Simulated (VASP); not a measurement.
# LaGa2 (AlB2 type) (P6/mmm) in VASP: a series of runs

LaGa2 (AlB2 type) is run at these levels: LDA; tasks: density of states, electric field gradients.

Everything below comes from runs of VASP 6.6.1. Logs are shortened: lines on timing, memory, paths and dates and some standing lists are left out, and cuts for length are marked.

**1. The cell of the first run**

It takes space group P6/mmm (No. 191, hexagonal). Conventional cell: a = 4.226 Å, b = 4.226 Å, c = 4.346 Å, α = 90.00°, β = 90.00°, γ = 120.00°. Within 4.3 Å of La (site symmetry 6/mmm) lie 12 Ga at 3.27 Å and 6 La at 4.23 Å. Within 3.2 Å of Ga (site symmetry -6m2) lie 3 Ga at 2.44 Å.

**2. Density of states, LDA**

File POSCAR:

```
LaGa2
1.0
    4.2257542717      0.0000000000      0.0000000000
   -2.1128771358      3.6596105494      0.0000000000
    0.0000000000      0.0000000000      4.3460024019
La Ga
1 2
Direct
    0.0000000000      0.0000000000      0.0000000000
    0.3333333333      0.6666666667      0.5000000000
    0.6666666667      0.3333333333      0.5000000000
```

File INCAR.step1:

```
SYSTEM = LaGa2
PREC = Accurate ; ENCUT = 520
EDIFF = 1E-6 ; ISMEAR = -1
SIGMA = 0.08 ; LREAL = .FALSE.
LASPH = .TRUE. ; NELM = 100
ALGO = Normal ; ISIF = 2
LWAVE = .FALSE. ; LCHARG = .TRUE.
LMAXMIX = 6 ; GGA = CA
NBANDS = 26
```

File KPOINTS.step1:

```
regular mesh
0
G
  10 10 8
  0 0 0
```

File INCAR.step2:

```
SYSTEM = LaGa2
PREC = Accurate ; ENCUT = 520
EDIFF = 1E-6 ; ISMEAR = -5
SIGMA = 0.08 ; LREAL = .FALSE.
LASPH = .TRUE. ; NELM = 100
ALGO = Normal ; ISIF = 2
LWAVE = .FALSE. ; LCHARG = .FALSE.
LMAXMIX = 6 ; GGA = CA
LORBIT = 10 ; NEDOS = 1001
ICHARG = 11
```

File KPOINTS.step2:

```
regular mesh
0
G
  15 15 12
  0 0 0
```

Potentials or basis: VASP PAW LDA potentials, release 64 (La, Ga_d).

Run with:

```console
$ cat potpaw_LDA.64/La/POTCAR potpaw_LDA.64/Ga_d/POTCAR > POTCAR
$ cp INCAR.step1 INCAR
$ cp KPOINTS.step1 KPOINTS
$ mpirun -np 1 vasp_std > vasp.out
$ cp INCAR.step2 INCAR
$ cp KPOINTS.step2 KPOINTS
$ mpirun -np 1 vasp_std > vasp.out
```

OUTCAR:

```text
SYSTEM = LaGa2
   PREC = Accurate
   ENCUT = 520
   EDIFF = 1E-6
   ISMEAR = -5
   LREAL = .FALSE.
   LASPH = .TRUE.
   NELM = 100
   ISIF = 2
   GGA = CA
   LORBIT = 10
   ICHARG = 11

 ion  position               nearest neighbor table
   1  0.000  0.000  0.000-   2 3.27   3 3.27   2 3.27   3 3.27   2 3.27   2 3.27   3 3.27   3 3.27
                             3 3.27   3 3.27   2 3.27   2 3.27
   2  0.333  0.667  0.500-   3 2.44   3 2.44   3 2.44   1 3.27   1 3.27   1 3.27   1 3.27   1 3.27
                             1 3.27
   3  0.667  0.333  0.500-   2 2.44   2 2.44   2 2.44   1 3.27   1 3.27   1 3.27   1 3.27   1 3.27
                             1 3.27

  LATTYP: Found a hexagonal cell.
 ALAT       =     4.2257542717
 C/A-ratio  =     1.0284560158

  Lattice vectors:

 A1 = (   4.2257542717,   0.0000000000,   0.0000000000)
 A2 = (  -2.1128771358,   3.6596105494,   0.0000000000)
 A3 = (   0.0000000000,   0.0000000000,   4.3460024019)

Analysis of symmetry for initial positions (statically):
=====================================================================
 Subroutine PRICEL returns:
 Original cell was already a primitive cell.

 Routine SETGRP: Setting up the symmetry group for a
 hexagonal supercell.

 Subroutine GETGRP returns: Found 24 space group operations
 (whereof 24 operations were pure point group operations)
 out of a pool of 24 trial point group operations.

The static configuration has the point symmetry D_6h.

Analysis of symmetry for dynamics (positions and initial velocities):
=====================================================================
 Subroutine PRICEL returns:
 Original cell was already a primitive cell.

 Routine SETGRP: Setting up the symmetry group for a
 hexagonal supercell.

 Subroutine GETGRP returns: Found 24 space group operations
 (whereof 24 operations were pure point group operations)
 out of a pool of 24 trial point group operations.

The dynamic configuration has the point symmetry D_6h.

 Subroutine INISYM returns: Found 24 space group operations
 (whereof 24 operations are pure point group operations),
 and found     1 'primitive' translations

----------------------------------------------------------------------------------------

                                     Primitive cell

  volume of cell :      67.2093

  direct lattice vectors                    reciprocal lattice vectors
     4.225754272  0.000000000  0.000000000     0.236644143  0.136626560  0.000000000
    -2.112877136  3.659610549  0.000000000     0.000000000  0.273253120  0.000000000
     0.000000000  0.000000000  4.346002402     0.000000000  0.000000000  0.230096513

  length of vectors
     4.225754272  4.225754272  4.346002402     0.273253120  0.273253120  0.230096513

  position of ions in fractional coordinates (direct lattice)
     0.000000000  0.000000000  0.000000000
     0.333333333  0.666666667  0.500000000
     0.666666667  0.333333333  0.500000000

  ion indices of the primitive-cell ions
   primitive index   ion index
                 1           1
                 2           2
                 3           3

----------------------------------------------------------------------------------------

 KPOINTS: regular mesh

Automatic generation of k-mesh.
 Grid dimensions read from file:
 generate k-points for:   15   15   12

 Generating k-lattice:

  Cartesian coordinates                     Fractional coordinates (reciprocal lattice)
     0.015776276  0.009108437  0.000000000     0.066666667  0.000000000  0.000000000
     0.000000000  0.018216875  0.000000000     0.000000000  0.066666667  0.000000000
     0.000000000  0.000000000  0.019174709     0.000000000  0.000000000  0.083333333

  Length of vectors
     0.018216875  0.018216875  0.019174709

  Shift w.r.t. Gamma in fractional coordinates (k-lattice)
     0.000000000  0.000000000  0.000000000

 TETIRR: Found   2748 inequivalent tetrahedra from    16200

 Subroutine IBZKPT returns following result:
 ===========================================

 Found    189 irreducible k-points:

 Following reciprocal coordinates:
            Coordinates               Weight
  0.000000  0.000000  0.000000      1.000000
  0.066667 -0.000000  0.000000      6.000000
  0.133333  0.000000  0.000000      6.000000
  0.200000 -0.000000  0.000000      6.000000
  0.266667  0.000000  0.000000      6.000000
  0.333333 -0.000000  0.000000      6.000000
[... 16 lines left out ...]
  0.333333  0.200000  0.000000     12.000000
  0.400000  0.200000  0.000000      6.000000
 [... further k-points ...]
   k-points           NKPTS =    189   k-points in BZ     NKDIM =    189   number of bands    NBANDS=     22
   number of dos      NEDOS =   1001   number of ions     NIONS =      3
   total plane-waves  NPLWV =  32768
   dimension x,y,z NGX =    32 NGY =   32 NGZ =   32
   dimension x,y,z NGXF=    64 NGYF=   64 NGZF=   64
   ions per type =               1   2
   NGX,Y,Z   is equivalent  to a cutoff of  12.59, 12.59, 12.24 a.u.
   NGXF,Y,Z  is equivalent  to a cutoff of  25.18, 25.18, 24.48 a.u.
 SYSTEM =  LaGa2
   PREC   = accura    normal or accurate (medium, high low for compatibility)
   ISTART =      0    job   : 0-new  1-cont  2-samecut
   ICHARG =     11    charge: 1-file 2-atom 10-const
   ISPIN  =      1    spin polarized calculation?
   LNONCOLLINEAR =      F non collinear calculations
   LSORBIT =      F    spin-orbit coupling
   LASPH  =      T    aspherical Exc in radial PAW
   ENCUT  =  520.0 eV  38.22 Ry    6.18 a.u.   7.86  7.86  8.08*2*pi/ulx,y,z
   NELM   =    100;   NELMIN=  2; NELMDL=  0     # of ELM steps
   EDIFF  = 0.1E-05   stopping-criterion for ELM
   LREAL  =      F    real-space projection
   EDIFFG = 0.1E-04   stopping-criterion for IOM
   NSW    =      0    number of steps for IOM
   IBRION =     -1    ionic relax: 0-MD 1-quasi-New 2-CG
   NFREE  =      0    steps in history (QN), initial steepest desc. (CG)
   ISIF   =      2    stress and relaxation
   ISYM   =      2    0-nonsym 1-usesym 2-fastsym
   POTIM  = 0.5000    time-step for ionic-motion
   TEBEG  =    0.0;   TEEND  =   0.0 temperature during run
   PSTRESS=    0.0 pullay stress
   NELECT =      37.0000    total number of electrons
   NUPDOWN=      -1.0000    fix difference up-down
   EMIN   =  10.00;   EMAX   =-10.00  energy-range for DOS
   EFERMI =   0.00;   METHOD = LEGACY
   ISMEAR =    -5;   SIGMA  =   0.08  broadening in eV -4-tet -1-fermi 0-gaus
   EFERMI_NEDOS =   21; number of points for ismear=-14 and -15
   IALGO  =     38    algorithm
   IMIX   =      4    mixing-type and parameters
     AMIX     =   0.40;   BMIX     =  1.00
     AMIX_MAG =   1.60;   BMIX_MAG =  1.00
  volume/ion in A,a.u.               =      22.40       151.18
  Fermi-wavevector in a.u.,A,eV,Ry     =   1.341732  2.535505 24.493810  1.800244
  Thomas-Fermi vector in A             =   2.469942
   LORBIT       =     10    0 simple, 1 ext, 2 COOP (PROOUT), +10 PAW based schemes
   GGA     = CA    functional components
   LHFCALC =     F    Hartree Fock is set to
   AEXX    =    0.0000 exact exchange contribution
   IVDW    =     0    specifies the selected vdW correction
   LEPSILON=     F    determine dielectric tensor
   LRPA    =     F    only Hartree local field effects (RPA)
 non-spin polarized calculation
 Fermi weights with tetrahedron method with Bloechl corrections
  energy-cutoff  :      520.00
  volume of cell :       67.21
 maximum number of plane-waves:      1842
 NGX is ok and might be reduce to    32

 number of electron      37.0000015 magnetization

 Free energy of the ion-electron system (eV)
  ---------------------------------------------------
  ext. energy  EPLUGINS =         0.00000000
  ---------------------------------------------------
  free energy    TOTEN  =       -14.96498562 eV

  energy without entropy =      -14.96498562  energy(sigma->0) =      -14.96498562

 E-fermi :   6.9076     XC(G=0): -10.9964

 val. band max:        6.9344345978   @ k =   0.0667  -0.0000   0.5000
 cond. band min:       6.8783326059   @ k =   0.3333   0.3333   0.0000
 fundamental gap:     -0.0561019919
 Fermi energy:         6.9076420851

 k-point     1 :       0.0000    0.0000    0.0000
  band No.  band energies     occupation
      1     -25.2361      2.00000
      2      -9.0332      2.00000
      3      -8.8355      2.00000
      4      -8.8355      2.00000
      5      -7.7253      2.00000
      6      -7.6486      2.00000
[... 14 lines left out ...]
     21       8.8694      0.00000
     22       8.8752      0.00000

 k-point     2 :       0.0667   -0.0000    0.0000
  band No.  band energies     occupation
      1     -25.2347      2.00000
      2      -9.0330      2.00000
      3      -8.8577      2.00000
      4      -8.8387      2.00000
      5      -7.7255      2.00000
      6      -7.6610      2.00000
[... 14 lines left out ...]
     21       8.8387      0.00000
     22       8.8683      0.00000

 k-point     3 :       0.1333    0.0000    0.0000
  band No.  band energies     occupation
      1     -25.2305      2.00000
      2      -9.0324      2.00000
      3      -8.9196      2.00000
      4      -8.8478      2.00000
      5      -7.7302      2.00000
      6      -7.6906      2.00000
[... 14 lines left out ...]
     21       8.8448      0.00000
     22       8.8744      0.00000
[... 476 lines left out ...]
 k-point    23 :       0.3333    0.2000    0.0000
  band No.  band energies     occupation
      1     -25.2001      2.00000
      2      -9.2337      2.00000
      3      -9.0358      2.00000
      4      -9.0111      2.00000
      5      -7.9051      2.00000
      6      -7.7461      2.00000
[... 14 lines left out ...]
     21       8.6629      0.00000
     22       9.0174      0.00000

 k-point    24 :       0.4000    0.2000    0.0000
  band No.  band energies     occupation
      1     -25.1989      2.00000
      2      -9.2413      2.00000
      3      -9.0362      2.00000
      4      -9.0219      2.00000
      5      -7.9116      2.00000
      6      -7.7478      2.00000
[... 14 lines left out ...]
     21       8.7833      0.00000
     22       8.9818      0.00000

 [... further k-points ...]
[... 5 lines left out ...]
  --------------------------------------------------------------------------------------
  -------------------------------------------------------------------------------------
  Total        0.2092617      0.2092617      0.1121097      0.0000000      0.0000000      0.0000000
  in kB        4.9885139      4.9885139      2.6725428      0.0000000      0.0000000      0.0000000
  external PRESSURE =       4.2165236 kB  Pullay stress =       0.0000000 kB

 VOLUME and BASIS-vectors are now :
 -----------------------------------------------------------------------------
  energy-cutoff  :      520.00
  volume of cell :       67.21
      direct lattice vectors                 reciprocal lattice vectors
     4.225754272  0.000000000  0.000000000     0.236644143  0.136626560  0.000000000
    -2.112877136  3.659610549  0.000000000     0.000000000  0.273253120  0.000000000
     0.000000000  0.000000000  4.346002402     0.000000000  0.000000000  0.230096513

 POSITION                                       TOTAL-FORCE (eV/Angst)
 -----------------------------------------------------------------------------------
      0.00000      0.00000      0.00000         0.000000      0.000000      0.000000
     -0.00000      2.43974      2.17300        -0.000000      0.000000      0.000000
      2.11288      1.21987      2.17300         0.000000      0.000000      0.000000
 -----------------------------------------------------------------------------------
    total drift:                                0.000000     -0.000000      0.000000

  FREE ENERGIE OF THE ION-ELECTRON SYSTEM (eV)
  ---------------------------------------------------
  free  energy   TOTEN  =       -14.9649856248 eV

  energy  without entropy=      -14.9649856248  energy(sigma->0) =      -14.96498562

 total charge

# of ion       s       p       d       f       tot
--------------------------------------------------
    1        2.033   5.642   0.754   0.101   8.531
    2        0.927   0.924   9.946   0.000  11.797
    3        0.927   0.924   9.946   0.000  11.797
--------------------------------------------------
tot          3.888   7.490  20.646   0.101  32.125
```

Run time: 5.1 min. Hardware: 1 thread of Intel Xeon Platinum 8259CL at 2.50GHz (Skylake/Cascade Lake), shared host; peak memory 0.41 GiB.

What came out:

```
Valence electrons inside the program's atomic spheres : La 8.53; Ga 11.80
```

Caveat: spin-orbit coupling is left out, which moves the levels of the heavy elements; tetrahedron occupations give inexact forces and stress in metals.

(Part 1 of 2 ends here.)
